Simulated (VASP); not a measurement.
# GaSb (I-4m2) in VASP: notebook

GaSb is run at these levels: PBE; tasks: single point, relaxation of cell and atoms.

All numbers are computed with VASP 6.6.1; they aren't measurements. Logs are shortened: lines on timing, memory, paths and dates and some standing lists are left out, and cuts for length are marked.

## (1) The cell of the first run

It takes space group I-4m2 (No. 119, tetragonal). The conventional cell has a = 5.531 Å, b = 5.531 Å, c = 3.162 Å, α = 90.00°, β = 90.00°, γ = 90.00°. Within 3.8 Å of Ga (site symmetry -4m2) lie 8 Sb at 2.88 to 3.64 Å and 2 Ga at 3.16 Å. Within 3.8 Å of Sb (site symmetry -4m2) lie 8 Ga at 2.88 to 3.64 Å and 2 Sb at 3.16 Å.

## (2) Single point, PBE

INCAR

```
SYSTEM = GaSb
ALGO = Normal
EDIFF = 1E-6
ENCUT = 520
GGA = PE
ISIF = 2
ISMEAR = 0
LASPH = .TRUE.
LCHARG = .FALSE.
LREAL = .FALSE.
LWAVE = .FALSE.
NBANDS = 16
NELM = 60
PREC = Accurate
SIGMA = 0.15
```

KPOINTS

```
k-points
0
G
  12 12 12
  0 0 0
```

POSCAR

```
GaSb
1.0
   -2.7657340190      2.7657340190      1.5810862673
    2.7657340190     -2.7657340190      1.5810862673
    2.7657340190      2.7657340190     -1.5810862673
Ga Sb
1 1
Direct
    0.2500000000      0.7500000000      0.5000000000
    0.0000000000      0.0000000000      0.0000000000
```

Potentials or basis: VASP PAW PBE potentials, release 64 (Ga_d, Sb).

Started as:

```console
cat potpaw_PBE.64/Ga_d/POTCAR potpaw_PBE.64/Sb/POTCAR > POTCAR
mpirun -np 1 vasp_std > vasp.out
```

OUTCAR:

```text
SYSTEM = GaSb
   EDIFF = 1E-6
   ENCUT = 520
   GGA = PE
   ISIF = 2
   ISMEAR = 0
   LASPH = .TRUE.
   LREAL = .FALSE.
   NELM = 60
   PREC = Accurate

 ion  position               nearest neighbor table
   1  0.250  0.750  0.500-   2 2.88   2 2.88   2 2.88   2 2.88
   2  0.000  0.000  0.000-   1 2.88   1 2.88   1 2.88   1 2.88

  LATTYP: Found a body centered tetragonal cell.
 ALAT       =     5.5314680380
 C/A-ratio  =     0.5716696748

  Lattice vectors:

 A1 = (  -2.7657340190,   2.7657340190,   1.5810862673)
 A2 = (   2.7657340190,  -2.7657340190,   1.5810862673)
 A3 = (   2.7657340190,   2.7657340190,  -1.5810862673)

Analysis of symmetry for initial positions (statically):
=====================================================================
 Subroutine PRICEL returns:
 Original cell was already a primitive cell.

 Routine SETGRP: Setting up the symmetry group for a
 body centered tetragonal supercell.

 Subroutine GETGRP returns: Found  8 space group operations
 (whereof  8 operations were pure point group operations)
 out of a pool of 16 trial point group operations.

The static configuration has the point symmetry D_2d.

Analysis of symmetry for dynamics (positions and initial velocities):
=====================================================================
 Subroutine PRICEL returns:
 Original cell was already a primitive cell.

 Routine SETGRP: Setting up the symmetry group for a
 body centered tetragonal supercell.

 Subroutine GETGRP returns: Found  8 space group operations
 (whereof  8 operations were pure point group operations)
 out of a pool of 16 trial point group operations.

The dynamic configuration has the point symmetry D_2d.

 Subroutine INISYM returns: Found  8 space group operations
 (whereof  8 operations are pure point group operations),
 and found     1 'primitive' translations

----------------------------------------------------------------------------------------

                                     Primitive cell

  volume of cell :      48.3767

  direct lattice vectors                    reciprocal lattice vectors
    -2.765734019  2.765734019  1.581086267     0.000000000  0.180783834  0.316238279
     2.765734019 -2.765734019  1.581086267     0.180783834  0.000000000  0.316238279
     2.765734019  2.765734019 -1.581086267     0.180783834  0.180783834  0.000000000

  length of vectors
     4.218815368  4.218815368  4.218815368     0.364265622  0.364265622  0.255666950

  position of ions in fractional coordinates (direct lattice)
     0.250000000  0.750000000  0.500000000
     0.000000000  0.000000000  0.000000000

  ion indices of the primitive-cell ions
   primitive index   ion index
                 1           1
                 2           2

----------------------------------------------------------------------------------------

 KPOINTS: k-points

Automatic generation of k-mesh.
 Grid dimensions read from file:
 generate k-points for:   12   12   12

 Generating k-lattice:

  Cartesian coordinates                     Fractional coordinates (reciprocal lattice)
     0.000000000  0.015065320  0.026353190     0.083333333 -0.000000000  0.000000000
     0.015065320  0.000000000  0.026353190    -0.000000000  0.083333333  0.000000000
     0.015065320  0.015065320  0.000000000     0.000000000  0.000000000  0.083333333

  Length of vectors
     0.030355469  0.030355469  0.021305579

  Shift w.r.t. Gamma in fractional coordinates (k-lattice)
     0.000000000  0.000000000  0.000000000

 Subroutine IBZKPT returns following result:
 ===========================================

 Found    163 irreducible k-points:

 Following reciprocal coordinates:
            Coordinates               Weight
  0.000000  0.000000  0.000000      1.000000
  0.083333  0.000000 -0.000000      8.000000
  0.166667 -0.000000  0.000000      8.000000
  0.250000 -0.000000  0.000000      8.000000
  0.333333  0.000000 -0.000000      8.000000
  0.416667  0.000000  0.000000      8.000000
[... 16 lines left out ...]
  0.500000  0.166667  0.000000     16.000000
 -0.416667  0.166667  0.000000     16.000000
 [... further k-points ...]
   k-points           NKPTS =    163   k-points in BZ     NKDIM =    163   number of bands    NBANDS=     16
   number of dos      NEDOS =    301   number of ions     NIONS =      2
   total plane-waves  NPLWV =  32768
   dimension x,y,z NGX =    32 NGY =   32 NGZ =   32
   dimension x,y,z NGXF=    64 NGYF=   64 NGZF=   64
   ions per type =               1   1
   NGX,Y,Z   is equivalent  to a cutoff of  12.61, 12.61, 12.61 a.u.
   NGXF,Y,Z  is equivalent  to a cutoff of  25.22, 25.22, 25.22 a.u.
 SYSTEM =  GaSb
   PREC   = accura    normal or accurate (medium, high low for compatibility)
   ISTART =      0    job   : 0-new  1-cont  2-samecut
   ICHARG =      2    charge: 1-file 2-atom 10-const
   ISPIN  =      1    spin polarized calculation?
   LNONCOLLINEAR =      F non collinear calculations
   LSORBIT =      F    spin-orbit coupling
   LASPH  =      T    aspherical Exc in radial PAW
   ENCUT  =  520.0 eV  38.22 Ry    6.18 a.u.   7.84  7.84  7.84*2*pi/ulx,y,z
   NELM   =     60;   NELMIN=  2; NELMDL= -5     # of ELM steps
   EDIFF  = 0.1E-05   stopping-criterion for ELM
   LREAL  =      F    real-space projection
   EDIFFG = 0.1E-04   stopping-criterion for IOM
   NSW    =      0    number of steps for IOM
   IBRION =     -1    ionic relax: 0-MD 1-quasi-New 2-CG
   NFREE  =      0    steps in history (QN), initial steepest desc. (CG)
   ISIF   =      2    stress and relaxation
   ISYM   =      2    0-nonsym 1-usesym 2-fastsym
   POTIM  = 0.5000    time-step for ionic-motion
   TEBEG  =    0.0;   TEEND  =   0.0 temperature during run
   PSTRESS=    0.0 pullay stress
   NELECT =      18.0000    total number of electrons
   NUPDOWN=      -1.0000    fix difference up-down
   EMIN   =  10.00;   EMAX   =-10.00  energy-range for DOS
   EFERMI =   0.00;   METHOD = LEGACY
   ISMEAR =     0;   SIGMA  =   0.15  broadening in eV -4-tet -1-fermi 0-gaus
   EFERMI_NEDOS =   21; number of points for ismear=-14 and -15
   IALGO  =     38    algorithm
   IMIX   =      4    mixing-type and parameters
     AMIX     =   0.40;   BMIX     =  1.00
     AMIX_MAG =   1.60;   BMIX_MAG =  1.00
  volume/ion in A,a.u.               =      24.19       163.23
  Fermi-wavevector in a.u.,A,eV,Ry     =   1.177480  2.225115 18.863922  1.386459
  Thomas-Fermi vector in A             =   2.313826
   LORBIT       =      0    0 simple, 1 ext, 2 COOP (PROOUT), +10 PAW based schemes
   GGA     = PE    functional components
   LHFCALC =     F    Hartree Fock is set to
   AEXX    =    0.0000 exact exchange contribution
   IVDW    =     0    specifies the selected vdW correction
   LEPSILON=     F    determine dielectric tensor
   LRPA    =     F    only Hartree local field effects (RPA)
 non-spin polarized calculation
 Gauss-broadening in eV      SIGMA  =   0.15
  energy-cutoff  :      520.00
  volume of cell :       48.38
 maximum number of plane-waves:      1324
   NGX = 15   NGY = 15   NGZ = 15

 number of electron      17.9999991 magnetization

 Free energy of the ion-electron system (eV)
  ---------------------------------------------------
  ext. energy  EPLUGINS =         0.00000000
  ---------------------------------------------------
  free energy    TOTEN  =        -6.99615772 eV

  energy without entropy =       -6.98726153  energy(sigma->0) =       -6.99170962

 E-fermi :   6.5320     XC(G=0): -10.2229

 val. band max:        6.5038144386   @ k =   0.4167   0.1667   0.0000
 cond. band min:       6.5700700318   @ k =   0.4167   0.4167   0.0833
 fundamental gap:      0.0662555932
 Fermi energy:         6.5320127048

 k-point     1 :       0.0000    0.0000    0.0000
  band No.  band energies     occupation
      1      -8.4202      2.00000
      2      -8.3319      2.00000
      3      -8.3251      2.00000
      4      -8.3037      2.00000
      5      -8.3037      2.00000
      6      -5.3926      2.00000
[... 8 lines left out ...]
     15      16.4198      0.00000
     16      17.0910      0.00000

 k-point     2 :       0.0833    0.0000   -0.0000
  band No.  band energies     occupation
      1      -8.4110      2.00000
      2      -8.3328      2.00000
      3      -8.3237      2.00000
      4      -8.3075      2.00000
      5      -8.3074      2.00000
      6      -5.2592      2.00000
[... 8 lines left out ...]
     15      16.1975      0.00000
     16      16.5223      0.00000

 k-point     3 :       0.1667   -0.0000    0.0000
  band No.  band energies     occupation
      1      -8.3862      2.00000
      2      -8.3352      2.00000
      3      -8.3222      2.00000
      4      -8.3177      2.00000
      5      -8.3156      2.00000
      6      -4.8607      2.00000
[... 8 lines left out ...]
     15      14.9867      0.00000
     16      15.9358      0.00000

 k-point     4 :       0.2500   -0.0000    0.0000
  band No.  band energies     occupation
      1      -8.3550      2.00000
      2      -8.3388      2.00000
      3      -8.3343      2.00000
      4      -8.3289      2.00000
      5      -8.3124      2.00000
      6      -4.2061      2.00000
[... 8 lines left out ...]
     15      14.1301      0.00000
     16      16.2735      0.00000
[... 324 lines left out ...]
 k-point    22 :       0.4167    0.1667    0.0000
  band No.  band energies     occupation
      1      -8.3667      2.00000
      2      -8.3585      2.00000
      3      -8.3421      2.00000
      4      -8.3014      2.00000
      5      -8.2877      2.00000
      6      -1.8411      2.00000
[... 8 lines left out ...]
     15      16.0172      0.00000
     16      16.6391      0.00000

 k-point    23 :       0.5000    0.1667    0.0000
  band No.  band energies     occupation
      1      -8.3589      2.00000
      2      -8.3484      2.00000
      3      -8.3397      2.00000
      4      -8.3114      2.00000
      5      -8.3033      2.00000
      6      -2.7294      2.00000
[... 8 lines left out ...]
     15      15.7868      0.00000
     16      16.7211      0.00000

 k-point    24 :      -0.4167    0.1667    0.0000
  band No.  band energies     occupation
      1      -8.3550      2.00000
      2      -8.3433      2.00000
      3      -8.3347      2.00000
      4      -8.3279      2.00000
      5      -8.3076      2.00000
      6      -3.6549      2.00000
[... 8 lines left out ...]
     15      15.4921      0.00000
     16      15.8083      0.00000

 [... further k-points ...]

------------------------ aborting loop because EDIFF is reached ----------------------------------------

  FORCE on cell =-STRESS in cart. coord.  units (eV):
  Direction    XX          YY          ZZ          XY          YZ          ZX
  --------------------------------------------------------------------------------------
  -------------------------------------------------------------------------------------
  Total        0.1007008      0.1007008     -0.1675679      0.0000000      0.0000000      0.0000000
  in kB        3.3350856      3.3350856     -5.5496438      0.0000000      0.0000000      0.0000000
  external PRESSURE =       0.3735091 kB  Pullay stress =       0.0000000 kB

 VOLUME and BASIS-vectors are now :
 -----------------------------------------------------------------------------
  energy-cutoff  :      520.00
  volume of cell :       48.38
      direct lattice vectors                 reciprocal lattice vectors
    -2.765734019  2.765734019  1.581086267     0.000000000  0.180783834  0.316238279
     2.765734019 -2.765734019  1.581086267     0.180783834  0.000000000  0.316238279
     2.765734019  2.765734019 -1.581086267     0.180783834  0.180783834  0.000000000

 POSITION                                       TOTAL-FORCE (eV/Angst)
 -----------------------------------------------------------------------------------
      2.76573      0.00000      0.79054         0.000000     -0.000000     -0.000000
      0.00000      0.00000      0.00000        -0.000000      0.000000      0.000000
 -----------------------------------------------------------------------------------
    total drift:                                0.000000     -0.000000      0.000000

  FREE ENERGIE OF THE ION-ELECTRON SYSTEM (eV)
  ---------------------------------------------------
  free  energy   TOTEN  =        -6.9961577183 eV

  energy  without entropy=       -6.9872615317  energy(sigma->0) =       -6.99170962
```

Run time: 88 s. Hardware: 1 thread of Intel Xeon Platinum 8259CL at 2.50GHz (Skylake/Cascade Lake), shared host; peak memory 0.27 GiB.

What came out:

- Free energy: -6.9962 eV
- Pressure: 0.0 GPa
- Band gap on the k mesh: zero (bands 9 and 10 overlap by 4.76 eV)

Caveat: spin-orbit coupling is left out, which moves the levels of the heavy elements.

(Part 1 of 2 ends here.)
